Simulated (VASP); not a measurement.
Crystal: In3O.

```
In O
1.0
     4.08356    0.00000    0.00000
    -2.04178    3.53647    0.00000
     0.00000    0.00000    6.59063
In O
3 1
Direct
  0.33333 0.66667 0.00000
  0.66667 0.33333 0.00000
  0.00000 0.00000 0.50000
  0.00000 0.00000 0.00000
```

- Program: VASP 6.6.1
- Task: relaxation of cell and atoms
- Functional: PBE
- Potentials or basis: VASP PAW PBE potentials, release 64 (In_d, O)
- Cutoff: 600 eV
- k mesh: 6 × 6 × 4
- Occupations: gaussian, width 0.1 eV
- Spin: no spin polarisation

At the start: pressure 25.1 GPa; volume 23.79 Å³/atom.

Where does the relaxation end?

Over 16 steps the energy falls by 1181.3 meV/atom and the volume is 25.45 Å³/atom (+7.0 %); space group P6/mmm (No. 191, to 0.05 Å).

The path:
```tsv
step	energy change (eV)	largest force (eV/Å)	pressure (GPa)	volume (Å³)
1	0.0000	0.0000	25.06	95.18
2	-3.0821	0.0000	-4.76	152.37
3	-3.4358	0.0000	-1.22	130.23
4	-3.4410	0.0000	-1.96	133.06
5	-3.4416	0.0000	-1.74	132.21
6	-3.6158	0.0000	-1.67	126.71
7	-4.1507	0.0000	-0.87	109.98
8	-2.2814	0.0000	28.78	75.56
9	-4.3044	0.0000	-0.38	105.61
10	-4.5286	0.0000	5.93	90.71
11	-4.5571	0.0000	2.12	96.72
12	-4.5762	0.0000	3.28	94.49
13	-4.6740	0.0000	2.91	95.67
14	-4.6746	0.0000	2.88	95.88
15	-4.7243	0.0000	0.38	100.86
16	-4.7254	0.0000	-0.04	101.82
```

Final structure:
```yaml
crystal:
  lattice:
    - [5.17421, 0.00000, 0.00000]
    - [-2.58710, 4.48100, 0.00000]
    - [0.00000, 0.00000, 4.39147]
  atoms:
    - { symbol: In, position: [0.33333, 0.66667, 0.00000] }
    - { symbol: In, position: [0.66667, 0.33333, 0.00000] }
    - { symbol: In, position: [0.00000, 0.00000, 0.50000] }
    - { symbol: O, position: [0.00000, 0.00000, 0.00000] }
```

Caveat: an odd number of electrons without spin polarisation forces a metal; a magnetic or distorted state may lie lower.
